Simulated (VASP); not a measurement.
# TiS2 (P-3m1) in VASP: single point with HSE06

Aim: the single point of TiS2 with HSE06.

Everything below comes from runs of VASP 6.6.1. Logs are shortened: lines on timing, memory, paths and dates and some standing lists are left out, and cuts for length are marked.

## (1) The cell of the first run

It takes space group P-3m1 (No. 164, trigonal). Conventional cell: a = 3.411 Å, b = 3.411 Å, c = 5.882 Å, α = 90.00°, β = 90.00°, γ = 120.00°. Ti (site symmetry -3m) has 6 S at 2.42 Å within 3.2 Å. Within 3.2 Å of S (site symmetry 3m) lie 3 Ti at 2.42 Å.

## (2) Single point, HSE06 (uniaxial z strain +2.5%)

Input file POSCAR:

```
TiS2
1.0
    3.4106015401      0.0000000000      0.0000000000
   -1.7053007700      2.9536675759      0.0000000000
    0.0000000000      0.0000000000      5.8821882335
Ti S
1 2
Direct
    0.0000000000      0.0000000000      0.0000000000
    0.3333333333      0.6666666667      0.2394652115
    0.6666666667      0.3333333333      0.7605347885
```

Input file INCAR.step1:

```
  PREC = Accurate
  ENCUT = 400
  EDIFF = 1E-5
  ISMEAR = -1
  SIGMA = 0.02
  LREAL = False
  LASPH = True
  NELM = 120
  ALGO = Normal
  ISIF = 2
  LWAVE = True
  NBANDS = 19
  GGA = PE
  GGA_COMPAT = False
```

Input file INCAR.step2:

```
  PREC = Accurate
  ENCUT = 400
  EDIFF = 1E-6
  ISMEAR = -1
  SIGMA = 0.02
  LREAL = False
  LASPH = True
  NELM = 120
  ALGO = Normal
  ISIF = 2
  LWAVE = False
  LCHARG = True
  GGA = PE
  LHFCALC = True
  HFSCREEN = 0.2079
  PRECFOCK = Normal
  LELF = True
  LVHAR = True
  NBANDS = 19
  ISTART = 1
  GGA_COMPAT = False
```

Input file KPOINTS:

```
Automatic mesh
0
Gamma
  6 6 4
```

Potentials or basis: VASP PAW PBE potentials, release 64 (Ti_sv, S).

Launch:

```sh
$ cat potpaw_PBE.64/Ti_sv/POTCAR potpaw_PBE.64/S/POTCAR > POTCAR
$ cp INCAR.step1 INCAR
$ mpirun -np 1 vasp_std > vasp.out
$ cp INCAR.step2 INCAR
$ mpirun -np 1 vasp_std > vasp.out
```

OUTCAR:

```text
PREC = Accurate
   ENCUT = 400
   EDIFF = 1E-6
   ISMEAR = -1
   LREAL = False
   LASPH = True
   NELM = 120
   ISIF = 2
   GGA = PE
   LHFCALC = True
   HFSCREEN = 0.2079
   PRECFOCK = Normal
   ISTART = 1

 ion  position               nearest neighbor table
   1  0.000  0.000  0.000-   2 2.42   3 2.42   2 2.42   3 2.42   3 2.42   2 2.42
   2  0.333  0.667  0.239-   1 2.42   1 2.42   1 2.42
   3  0.667  0.333  0.761-   1 2.42   1 2.42   1 2.42

  LATTYP: Found a hexagonal cell.
 ALAT       =     3.4106015401
 C/A-ratio  =     1.7246776454

  Lattice vectors:

 A1 = (   3.4106015401,   0.0000000000,   0.0000000000)
 A2 = (  -1.7053007700,   2.9536675759,   0.0000000000)
 A3 = (   0.0000000000,   0.0000000000,   5.8821882335)

Analysis of symmetry for initial positions (statically):
=====================================================================
 Subroutine PRICEL returns:
 Original cell was already a primitive cell.

 Routine SETGRP: Setting up the symmetry group for a
 hexagonal supercell.

 Subroutine GETGRP returns: Found 12 space group operations
 (whereof 12 operations were pure point group operations)
 out of a pool of 24 trial point group operations.

The static configuration has the point symmetry D_3d.

Analysis of symmetry for dynamics (positions and initial velocities):
=====================================================================
 Subroutine PRICEL returns:
 Original cell was already a primitive cell.

 Routine SETGRP: Setting up the symmetry group for a
 hexagonal supercell.

 Subroutine GETGRP returns: Found 12 space group operations
 (whereof 12 operations were pure point group operations)
 out of a pool of 24 trial point group operations.

The dynamic configuration has the point symmetry D_3d.

 Subroutine INISYM returns: Found 12 space group operations
 (whereof 12 operations are pure point group operations),
 and found     1 'primitive' translations

----------------------------------------------------------------------------------------

                                     Primitive cell

  volume of cell :      59.2559

  direct lattice vectors                    reciprocal lattice vectors
     3.410601540  0.000000000  0.000000000     0.293203409  0.169281067  0.000000000
    -1.705300770  2.953667576  0.000000000     0.000000000  0.338562135  0.000000000
     0.000000000  0.000000000  5.882188233     0.000000000  0.000000000  0.170004760

  length of vectors
     3.410601540  3.410601540  5.882188233     0.338562135  0.338562135  0.170004760

  position of ions in fractional coordinates (direct lattice)
     0.000000000  0.000000000  0.000000000
     0.333333333  0.666666667  0.239465211
     0.666666667  0.333333333  0.760534789

  ion indices of the primitive-cell ions
   primitive index   ion index
                 1           1
                 2           2
                 3           3

----------------------------------------------------------------------------------------

 KPOINTS: Automatic mesh

Automatic generation of k-mesh.
 Grid dimensions read from file:
 generate k-points for:    6    6    4

 Generating k-lattice:

  Cartesian coordinates                     Fractional coordinates (reciprocal lattice)
     0.048867235  0.028213511  0.000000000     0.166666667 -0.000000000  0.000000000
     0.000000000  0.056427022  0.000000000     0.000000000  0.166666667  0.000000000
     0.000000000  0.000000000  0.042501190     0.000000000  0.000000000  0.250000000

  Length of vectors
     0.056427022  0.056427022  0.042501190

  Shift w.r.t. Gamma in fractional coordinates (k-lattice)
     0.000000000  0.000000000  0.000000000

 Subroutine IBZKPT returns following result:
 ===========================================

 Found     24 irreducible k-points:

 Following reciprocal coordinates:
            Coordinates               Weight
  0.000000  0.000000  0.000000      1.000000
  0.166667  0.000000  0.000000      6.000000
  0.333333  0.000000  0.000000      6.000000
  0.500000  0.000000  0.000000      3.000000
  0.166667  0.166667  0.000000      6.000000
  0.333333  0.166667  0.000000     12.000000
[... 16 lines left out ...]
  0.333333  0.166667  0.500000     12.000000
  0.333333  0.333333  0.500000      2.000000
   k-points           NKPTS =     24   k-points in BZ     NKDIM =    144   number of bands    NBANDS=     19
   number of dos      NEDOS =    301   number of ions     NIONS =      3
   total plane-waves  NPLWV =  23040
   dimension x,y,z NGX =    24 NGY =   24 NGZ =   40
   dimension x,y,z NGXF=    48 NGYF=   48 NGZF=   80
   ions per type =               1   2
   NGX,Y,Z   is equivalent  to a cutoff of  11.70, 11.70, 11.31 a.u.
   NGXF,Y,Z  is equivalent  to a cutoff of  23.40, 23.40, 22.61 a.u.
 SYSTEM =  unknown system
   PREC   = accura    normal or accurate (medium, high low for compatibility)
   ISTART =      1    job   : 0-new  1-cont  2-samecut
   ICHARG =      0    charge: 1-file 2-atom 10-const
   ISPIN  =      1    spin polarized calculation?
   LNONCOLLINEAR =      F non collinear calculations
   LSORBIT =      F    spin-orbit coupling
   LASPH  =      T    aspherical Exc in radial PAW
   ENCUT  =  400.0 eV  29.40 Ry    5.42 a.u.   5.56  5.56  9.59*2*pi/ulx,y,z
   NELM   =    120;   NELMIN=  2; NELMDL=  0     # of ELM steps
   EDIFF  = 0.1E-05   stopping-criterion for ELM
   LREAL  =      F    real-space projection
   EDIFFG = 0.1E-04   stopping-criterion for IOM
   NSW    =      0    number of steps for IOM
   IBRION =     -1    ionic relax: 0-MD 1-quasi-New 2-CG
   NFREE  =      0    steps in history (QN), initial steepest desc. (CG)
   ISIF   =      2    stress and relaxation
   ISYM   =      3    0-nonsym 1-usesym 2-fastsym
   POTIM  = 0.5000    time-step for ionic-motion
   TEBEG  =    0.0;   TEEND  =   0.0 temperature during run
   PSTRESS=    0.0 pullay stress
   NELECT =      24.0000    total number of electrons
   NUPDOWN=      -1.0000    fix difference up-down
   EMIN   =  10.00;   EMAX   =-10.00  energy-range for DOS
   EFERMI =   0.00;   METHOD = LEGACY
   ISMEAR =    -1;   SIGMA  =   0.02  broadening in eV -4-tet -1-fermi 0-gaus
   EFERMI_NEDOS =   21; number of points for ismear=-14 and -15
   IALGO  =     38    algorithm
   IMIX   =      1    mixing-type and parameters
     AMIX     =   0.40;   BMIX     =  1.00
     AMIX_MAG =   1.60;   BMIX_MAG =  1.00
  volume/ion in A,a.u.               =      19.75       133.29
  Fermi-wavevector in a.u.,A,eV,Ry     =   1.211253  2.288936 19.961556  1.467133
  Thomas-Fermi vector in A             =   2.346774
   LORBIT       =      0    0 simple, 1 ext, 2 COOP (PROOUT), +10 PAW based schemes
   GGA     = PE    functional components
   LHFCALC =     T    Hartree Fock is set to
   PRECFOCK=normal    Normal, Fast or Accurate (Low or Medium for compatibility)
   ENCUT4O =  -1.0   cutoff for four orbital integrals eV
   NKREDX  =     1    reduce k-point grid by
   NKREDY  =     1    reduce k-point grid by
   NKREDZ  =     1    reduce k-point grid by
   AEXX    =    0.2500 exact exchange contribution
   HFSCREEN=    0.2079 screening length (either q_TF or 0.3 A-1)
   HFSCREENC=   0.2079 screening length for correlation (either q_TF or 0.3 A-1)
   ENCUTFOCK=  -1.0 apply spherical cutoff to Coloumb kernel
   IVDW    =     0    specifies the selected vdW correction
   LEPSILON=     F    determine dielectric tensor
   LRPA    =     F    only Hartree local field effects (RPA)
 non-spin polarized calculation
  energy-cutoff  :      400.00
  volume of cell :       59.26
 maximum number of plane-waves:      1099
 NGX is ok and might be reduce to    24
  NGX = 18; NGY = 18; NGZ = 30

 number of electron      24.0000002 magnetization

 Free energy of the ion-electron system (eV)
  ---------------------------------------------------
  ext. energy  EPLUGINS =         0.00000000
  ---------------------------------------------------
  free energy    TOTEN  =       -24.22018818 eV

  energy without entropy =      -24.22018817  energy(sigma->0) =      -24.22018818

 E-fermi :   5.0424     XC(G=0):  -8.1903

 val. band max:        4.7403819467   @ k =   0.0000   0.0000   0.0000
 cond. band min:       5.3509109270   @ k =   0.5000   0.0000   0.5000
 fundamental gap:      0.6105289803
 Fermi energy:         5.0424142831

 k-point     1 :       0.0000    0.0000    0.0000
  band No.  band energies     occupation
      1     -57.8874      2.00000
      2     -32.4707      2.00000
      3     -32.4025      2.00000
      4     -32.4025      2.00000
      5     -10.5649      2.00000
      6      -8.8042      2.00000
[... 11 lines left out ...]
     18      11.6725      0.00000
     19      12.3664      0.00000

 k-point     2 :       0.1667    0.0000    0.0000
  band No.  band energies     occupation
      1     -57.8836      2.00000
      2     -32.4641      2.00000
      3     -32.4402      2.00000
      4     -32.4114      2.00000
      5     -10.2118      2.00000
      6      -8.7292      2.00000
[... 11 lines left out ...]
     18      13.0402      0.00000
     19      13.5466      0.00000

 k-point     3 :       0.3333    0.0000    0.0000
  band No.  band energies     occupation
      1     -57.8768      2.00000
      2     -32.5152      2.00000
      3     -32.4508      2.00000
      4     -32.4289      2.00000
      5      -9.3608      2.00000
      6      -8.5914      2.00000
[... 11 lines left out ...]
     18      12.7803      0.00000
     19      13.4929      0.00000

 k-point     4 :       0.5000    0.0000    0.0000
  band No.  band energies     occupation
      1     -57.8733      2.00000
      2     -32.5523      2.00000
      3     -32.4442      2.00000
      4     -32.4376      2.00000
      5      -8.7424      2.00000
      6      -8.6083      2.00000
[... 407 lines left out ...]
     18      13.9495      0.00000
     19      14.3959      0.00000

 k-point    23 :       0.3333    0.1667    0.5000
  band No.  band energies     occupation
      1     -57.8732      2.00000
      2     -32.5329      2.00000
      3     -32.4571      2.00000
      4     -32.4443      2.00000
      5      -8.7680      2.00000
      6      -8.5862      2.00000
[... 11 lines left out ...]
     18      12.4896      0.00000
     19      13.2953      0.00000

 k-point    24 :       0.3333    0.3333    0.5000
  band No.  band energies     occupation
      1     -57.8717      2.00000
      2     -32.5065      2.00000
      3     -32.5064      2.00000
      4     -32.4414      2.00000
      5      -8.5142      2.00000
      6      -8.5142      2.00000
[... 11 lines left out ...]
     18      13.4747      0.00000
     19      13.4747      0.00000

------------------------ aborting loop because EDIFF is reached ----------------------------------------

  FORCE on cell =-STRESS in cart. coord.  units (eV):
  Direction    XX          YY          ZZ          XY          YZ          ZX
  --------------------------------------------------------------------------------------
  -------------------------------------------------------------------------------------
  Total       -0.2586038     -0.2586038     -0.3095805     -0.0000000      0.0000000     -0.0000000
  in kB       -6.9922024     -6.9922024     -8.3705255     -0.0000000      0.0000000     -0.0000000
  external PRESSURE =      -7.4516435 kB  Pullay stress =       0.0000000 kB

 VOLUME and BASIS-vectors are now :
 -----------------------------------------------------------------------------
  energy-cutoff  :      400.00
  volume of cell :       59.26
      direct lattice vectors                 reciprocal lattice vectors
     3.410601540  0.000000000  0.000000000     0.293203409  0.169281067  0.000000000
    -1.705300770  2.953667576  0.000000000     0.000000000  0.338562135  0.000000000
     0.000000000  0.000000000  5.882188233     0.000000000  0.000000000  0.170004760

 POSITION                                       TOTAL-FORCE (eV/Angst)
 -----------------------------------------------------------------------------------
      0.00000      0.00000      0.00000        -0.000000     -0.000000      0.000000
     -0.00000      1.96911      1.40858         0.000000      0.000000     -0.235955
      1.70530      0.98456      4.47361         0.000000     -0.000000      0.235955
 -----------------------------------------------------------------------------------
    total drift:                                0.000000     -0.000000      0.000001

  FREE ENERGIE OF THE ION-ELECTRON SYSTEM (eV)
  ---------------------------------------------------
  free  energy   TOTEN  =       -24.2201881791 eV

  energy  without entropy=      -24.2201881736  energy(sigma->0) =      -24.22018818
```

Wall time 69 min (1 thread of Intel Xeon Platinum 8259CL at 2.50GHz (Skylake/Cascade Lake), shared host); peak memory 0.27 GiB.

What came out:

| Property | Result |
| --- | --- |
| Free energy | -24.2202 eV |
| Pressure | -0.7 GPa |
| Largest force | 0.236 eV/Å |
| Band gap on the k mesh | 0.61 eV (least direct gap 1.15 eV) |

Forces on the atoms (eV/Å):
```
Ti   0.000  0.000  0.000
S    0.000  0.000 -0.236
S    0.000  0.000  0.236
```

Caveat: the cell differs from its parent crystal (uniaxial z strain +2.5%); the PAW data sets were made with another functional, which shifts forces and pressure a little; this functional lacks dispersion, which binds layers or chains, so the pressure and a relaxed spacing across them are unreliable. A k mesh can miss the band edges.
